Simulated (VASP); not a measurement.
# SiO2 (Fddd) in VASP: single point with PBEsol

Aim: the single point of SiO2 with PBEsol.

All numbers are computed with VASP 6.6.1; they aren't measurements. Logs are shortened: lines on timing, memory, paths and dates and some standing lists are left out, and cuts for length are marked.

## 1. The cell of the first run

The structure is orthorhombic, space group Fddd (No. 70). Conventional cell: a = 4.731 Å, b = 9.479 Å, c = 14.780 Å, α = 90.00°, β = 90.00°, γ = 90.00°. Within 2.1 Å of Si (site symmetry 2) lie 4 O at 1.61 to 1.63 Å. O (site symmetry 2) has 2 Si at 1.63 Å within 2.2 Å. Within 2.1 Å of O (site symmetry -1) lie 2 Si at 1.61 Å.

## 2. Single point, PBEsol

The input, INCAR:

```
SYSTEM = SiO2
ALGO = Normal ; EDIFF = 1E-7
ENCUT = 520 ; GGA = PS
ISIF = 2 ; ISMEAR = -1
LASPH = .TRUE. ; LCHARG = .FALSE.
LREAL = .FALSE. ; LWAVE = .FALSE.
NBANDS = 44 ; NELM = 60
PREC = Accurate ; SIGMA = 0.05
```

The input, KPOINTS:

```
k-points
0
G
  7 7 7
  0 0 0
```

The input, POSCAR:

```
SiO2
1.0
    0.0000000000      4.7396768959      7.3897683165
    2.3654997590      0.0000000000      7.3897683165
    2.3654997590      4.7396768959      0.0000000000
Si O
4 8
Direct
    0.9368881744      0.9368881744      0.5631118256
    0.6868881744      0.6868881744      0.3131118256
    0.3131118256      0.3131118256      0.6868881744
    0.5631118256      0.5631118256      0.9368881744
    0.0643172713      0.4356827287      0.0643172713
    0.4356827287      0.0643172713      0.4356827287
    0.8143172713      0.1856827287      0.8143172713
    0.1856827287      0.8143172713      0.1856827287
    0.1250000000      0.6250000000      0.6250000000
    0.6250000000      0.6250000000      0.6250000000
    0.6250000000      0.6250000000      0.1250000000
    0.6250000000      0.1250000000      0.6250000000
```

Potentials or basis: VASP PAW PBE potentials, release 64 (Si, O).

Started as:

```
$ cat potpaw_PBE.64/Si/POTCAR potpaw_PBE.64/O/POTCAR > POTCAR
$ mpirun -np 1 vasp_std > vasp.out
```

OUTCAR:

```text
SYSTEM = SiO2
   EDIFF = 1E-7
   ENCUT = 520
   GGA = PS
   ISIF = 2
   ISMEAR = -1
   LASPH = .TRUE.
   LREAL = .FALSE.
   NELM = 60
   PREC = Accurate

 ion  position               nearest neighbor table
   1  0.937  0.937  0.563-   9 1.61  12 1.61   7 1.63   8 1.63   4 3.01   4 3.01
   2  0.687  0.687  0.313-  10 1.61  11 1.61   5 1.63   6 1.63   3 3.01   3 3.01
   3  0.313  0.313  0.687-   9 1.61  12 1.61   6 1.63   5 1.63   2 3.01   2 3.01
   4  0.563  0.563  0.937-  10 1.61  11 1.61   7 1.63   8 1.63   1 3.01   1 3.01
   5  0.064  0.436  0.064-   2 1.63   3 1.63
   6  0.436  0.064  0.436-   2 1.63   3 1.63
   7  0.814  0.186  0.814-   1 1.63   4 1.63
   8  0.186  0.814  0.186-   4 1.63   1 1.63
   9  0.125  0.625  0.625-   1 1.61   3 1.61
  10  0.625  0.625  0.625-   2 1.61   4 1.61
  11  0.625  0.625  0.125-   2 1.61   4 1.61
  12  0.625  0.125  0.625-   1 1.61   3 1.61

  LATTYP: Found a face centered orthorhombic cell.
 ALAT       =     4.7309995180
 B/A-ratio  =     2.0036683064
 C/A-ratio  =     3.1239776239

  Lattice vectors:

 A1 = (   0.0000000000,   4.7396768959,   7.3897683165)
 A2 = (   2.3654997590,   0.0000000000,   7.3897683165)
 A3 = (   2.3654997590,   4.7396768959,   0.0000000000)

Analysis of symmetry for initial positions (statically):
=====================================================================
 Subroutine PRICEL returns:
 Original cell was already a primitive cell.

 Routine SETGRP: Setting up the symmetry group for a
 face centered orthorhombic supercell.

 Subroutine GETGRP returns: Found  8 space group operations
 (whereof  4 operations were pure point group operations)
 out of a pool of  8 trial point group operations.

The static configuration has the point symmetry D_2 .
 The point group associated with its full space group is D_2h.

Analysis of symmetry for dynamics (positions and initial velocities):
=====================================================================
 Subroutine PRICEL returns:
 Original cell was already a primitive cell.

 Routine SETGRP: Setting up the symmetry group for a
 face centered orthorhombic supercell.

 Subroutine GETGRP returns: Found  8 space group operations
 (whereof  4 operations were pure point group operations)
 out of a pool of  8 trial point group operations.

The dynamic configuration has the point symmetry D_2 .
 The point group associated with its full space group is D_2h.

 Subroutine INISYM returns: Found  8 space group operations
[... 129 lines left out ...]
   NUPDOWN=      -1.0000    fix difference up-down
   EMIN   =  10.00;   EMAX   =-10.00  energy-range for DOS
   EFERMI =   0.00;   METHOD = LEGACY
   ISMEAR =    -1;   SIGMA  =   0.05  broadening in eV -4-tet -1-fermi 0-gaus
   EFERMI_NEDOS =   21; number of points for ismear=-14 and -15
   IALGO  =     38    algorithm
   IMIX   =      4    mixing-type and parameters
     AMIX     =   0.40;   BMIX     =  1.00
     AMIX_MAG =   1.60;   BMIX_MAG =  1.00
  volume/ion in A,a.u.               =      13.81        93.19
  Fermi-wavevector in a.u.,A,eV,Ry     =   1.192223  2.252974 19.339248  1.421395
  Thomas-Fermi vector in A             =   2.328266
   LORBIT       =      0    0 simple, 1 ext, 2 COOP (PROOUT), +10 PAW based schemes
   GGA     = PS    functional components
   LHFCALC =     F    Hartree Fock is set to
   AEXX    =    0.0000 exact exchange contribution
   IVDW    =     0    specifies the selected vdW correction
   LEPSILON=     F    determine dielectric tensor
   LRPA    =     F    only Hartree local field effects (RPA)
 non-spin polarized calculation
  energy-cutoff  :      520.00
  volume of cell :      165.70
 maximum number of plane-waves:      4490
 NGX is ok and might be reduce to    70
   NGX = 33   NGY = 29   NGZ = 19

 number of electron      64.0000007 magnetization

 Free energy of the ion-electron system (eV)
  ---------------------------------------------------
  ext. energy  EPLUGINS =         0.00000000
  ---------------------------------------------------
  free energy    TOTEN  =       -98.56357219 eV

  energy without entropy =      -98.56357219  energy(sigma->0) =      -98.56357219

 E-fermi :   1.4475     XC(G=0):  -8.8479

 val. band max:        0.3131100229   @ k =   0.0000   0.0000   0.0000
 cond. band min:       5.9384389322   @ k =   0.0000   0.0000   0.0000
 fundamental gap:      5.6253289093
 Fermi energy:         1.4474820684

 k-point     1 :       0.0000    0.0000    0.0000
  band No.  band energies     occupation
      1     -18.9805      2.00000
      2     -18.0520      2.00000
      3     -18.0484      2.00000
      4     -16.9657      2.00000
      5     -16.9242      2.00000
      6     -16.8320      2.00000
[... 1117 lines left out ...]
     43      11.8208      0.00000
     44      12.3549      0.00000

 [... further k-points ...]

------------------------ aborting loop because EDIFF is reached ----------------------------------------

  FORCE on cell =-STRESS in cart. coord.  units (eV):
  Direction    XX          YY          ZZ          XY          YZ          ZX
  --------------------------------------------------------------------------------------
  -------------------------------------------------------------------------------------
  Total        0.6545449      0.4212440      0.5873095      0.0000000      0.0000000      0.0000000
  in kB        6.3287440      4.0729758      5.6786507      0.0000000      0.0000000      0.0000000
  external PRESSURE =       5.3601235 kB  Pullay stress =       0.0000000 kB

 VOLUME and BASIS-vectors are now :
 -----------------------------------------------------------------------------
  energy-cutoff  :      520.00
  volume of cell :      165.70
      direct lattice vectors                 reciprocal lattice vectors
     0.000000000  4.739676896  7.389768316    -0.211371825  0.105492423  0.067661120
     2.365499759  0.000000000  7.389768316     0.211371825 -0.105492423  0.067661120
     2.365499759  4.739676896  0.000000000     0.211371825  0.105492423 -0.067661120

 POSITION                                       TOTAL-FORCE (eV/Angst)
 -----------------------------------------------------------------------------------
      3.54825      7.10952     13.84677        -0.000000     -0.000000     -0.028178
      2.36550      4.73968     10.15189        -0.000000     -0.000000     -0.028178
      2.36550      4.73968      4.62765        -0.000000     -0.000000      0.028178
      3.54825      7.10952      8.32253        -0.000000     -0.000000      0.028178
      1.18275      0.60969      3.69488        -0.000000      0.029148      0.000000
      1.18275      4.12999      3.69488        -0.000000     -0.029148      0.000000
      2.36550      7.71920      7.38977        -0.000000      0.029148      0.000000
      2.36550      1.76015      7.38977        -0.000000     -0.029148      0.000000
      2.95687      3.55476      5.54233         0.000000      0.000000      0.000000
      2.95687      5.92460      9.23721         0.000000      0.000000      0.000000
      1.77412      3.55476      9.23721         0.000000      0.000000      0.000000
      1.77412      5.92460      5.54233         0.000000      0.000000      0.000000
 -----------------------------------------------------------------------------------
    total drift:                               -0.000000     -0.000000     -0.000000

  FREE ENERGIE OF THE ION-ELECTRON SYSTEM (eV)
  ---------------------------------------------------
  free  energy   TOTEN  =       -98.5635721903 eV

  energy  without entropy=      -98.5635721903  energy(sigma->0) =      -98.56357219
```

OSZICAR:

```text
N       E                     dE             d eps       ncg     rms          rms(c)
DAV:   1     0.389091883918E+03    0.38909E+03   -0.33158E+04  5656   0.133E+03
DAV:   2    -0.811045925947E+02   -0.47020E+03   -0.45496E+03  7164   0.310E+02
DAV:   3    -0.110041512490E+03   -0.28937E+02   -0.28800E+02  7004   0.817E+01
DAV:   4    -0.110408425548E+03   -0.36691E+00   -0.36624E+00  6928   0.101E+01
DAV:   5    -0.110414691185E+03   -0.62656E-02   -0.62611E-02  6888   0.130E+00    0.287E+01
DAV:   6    -0.986810421798E+02    0.11734E+02   -0.44259E+01  6568   0.306E+01    0.140E+01
DAV:   7    -0.985936570153E+02    0.87385E-01   -0.12719E+00  6576   0.475E+00    0.506E+00
DAV:   8    -0.985530531757E+02    0.40604E-01   -0.61538E-02  6864   0.160E+00    0.187E+00
DAV:   9    -0.985602441922E+02   -0.71910E-02   -0.28737E-02  6140   0.105E+00    0.375E-01
DAV:  10    -0.985634753832E+02   -0.32312E-02   -0.52276E-03  6776   0.325E-01    0.116E-01
DAV:  11    -0.985635451104E+02   -0.69727E-04   -0.13300E-03  6784   0.186E-01    0.269E-02
DAV:  12    -0.985635635690E+02   -0.18459E-04   -0.42819E-05  6744   0.340E-02    0.225E-02
DAV:  13    -0.985635707083E+02   -0.71394E-05   -0.24308E-05  6560   0.224E-02    0.715E-03
DAV:  14    -0.985635722089E+02   -0.15006E-05   -0.16877E-06  6664   0.693E-03    0.122E-03
DAV:  15    -0.985635721903E+02    0.18619E-07   -0.47269E-08  4920   0.177E-03
   1 F= -.98563572E+02 E0= -.98563572E+02  d E =-.258458E-10
```

Wall time 9.3 min (1 thread of Intel Xeon 6975P-C (Granite Rapids), shared host); peak memory 0.57 GiB.

What came out:

* Free energy: -98.5636 eV
* Pressure: 0.5 GPa
* Largest force: 0.029 eV/Å
* Band gap on the k mesh: 5.63 eV

Forces in eV/Å, atoms in the order of the input:
```
Si   0.000  0.000 -0.028
Si   0.000  0.000 -0.028
Si   0.000  0.000  0.028
Si   0.000  0.000  0.028
O    0.000  0.029  0.000
O    0.000 -0.029  0.000
O    0.000  0.029  0.000
O    0.000 -0.029  0.000
O    0.000  0.000  0.000
O    0.000  0.000  0.000
O    0.000  0.000  0.000
O    0.000  0.000  0.000
```

Stress tensor (GPa, compression positive):
```
0.63 0.00 0.00
0.00 0.41 0.00
0.00 0.00 0.57
```

Levels at points of the mesh, in eV from the valence-band top:
| k point | band 29 | band 30 | band 31 | band 32 | band 33 | band 34 | band 35 | band 36 |
| --- | --- | --- | --- | --- | --- | --- | --- | --- |
| (0.00, 0.00, 0.00) | -0.61 | -0.43 | -0.03 | 0.00 | 5.63 | 8.14 | 8.18 | 8.56 |

Caveat: the PAW data sets were made with another functional, which shifts forces and pressure a little. A k mesh can miss the band edges.
